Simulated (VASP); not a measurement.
Set up this calculation in VASP 6.6.1, as the native input.

- Task: single point
- Functional: PBE
- Potentials or basis: VASP PAW PBE potentials, release 64 (Sr_sv, V_sv, O)
- Cutoff: 520 eV
- k mesh: 6 × 6 × 6
- Occupations: gaussian, width 0.02 eV
- Spin: collinear spin, ferromagnetic start
- Starting moments: [0.0, 2.0, 0.0, 0.0, 0.0] μB
- Hubbard terms: V d U = 3.25 eV
- Dipole correction: no
- Further INCAR settings: ALGO = Normal; EDIFF = 1e-06; NBANDS = 32

The structure of SrVO3 lies in POSCAR:

```
SrVO3
1.0
    3.8400000000      0.0000000000      0.0000000000
    0.0000000000      3.8400000000      0.0000000000
    0.0000000000      0.0000000000      3.8400000000
Sr V O
1 1 3
Direct
    0.5000000000      0.5000000000      0.5000000000
    0.0000000000      0.0000000000      0.0000000000
    0.5000000000      0.0000000000      0.0000000000
    0.0000000000      0.5000000000      0.0000000000
    0.0000000000      0.0000000000      0.5000000000
```

One way to write it, as run:

INCAR

```
ALGO = Normal
EDIFF = 1E-6
ENCUT = 520
GGA = PE
ISIF = 2
ISMEAR = 0
ISPIN = 2
LASPH = T
LCHARG = F
LDAU = T
LDAUJ = 0 0 0
LDAUL = -1 2 -1
LDAUPRINT = 1
LDAUTYPE = 2
LDAUU = 0 3.25 0
LMAXMIX = 4
LORBIT = 11
LREAL = F
LWAVE = F
MAGMOM = 0 2 0 0 0
NBANDS = 32
NELM = 150
PREC = Accurate
SIGMA = 0.02
```

KPOINTS

```
k-points
0
Gamma
  6 6 6
```

Potentials or basis: VASP PAW PBE potentials, release 64 (Sr_sv, V_sv, O).

Command:

```console
$ cat potpaw_PBE.64/Sr_sv/POTCAR potpaw_PBE.64/V_sv/POTCAR potpaw_PBE.64/O/POTCAR > POTCAR
$ mpirun -np 1 vasp_std > vasp.out
```

Results of the run:

- Pressure: 8.5 GPa
- Band gap on the k mesh: zero (filled and empty bands overlap)
- Net moment: 1.00 μB per cell
- Site moments: Sr -0.00; V +1.10; O -0.05 μB
- Valence electrons inside the program's atomic spheres: Sr 8.03; V 11.51; O 5.06

Caveat: the cell stands under pressure.

Run time: 2 min on 1 thread of Intel Xeon 8259CL (shared host), peak memory 0.22 GiB.
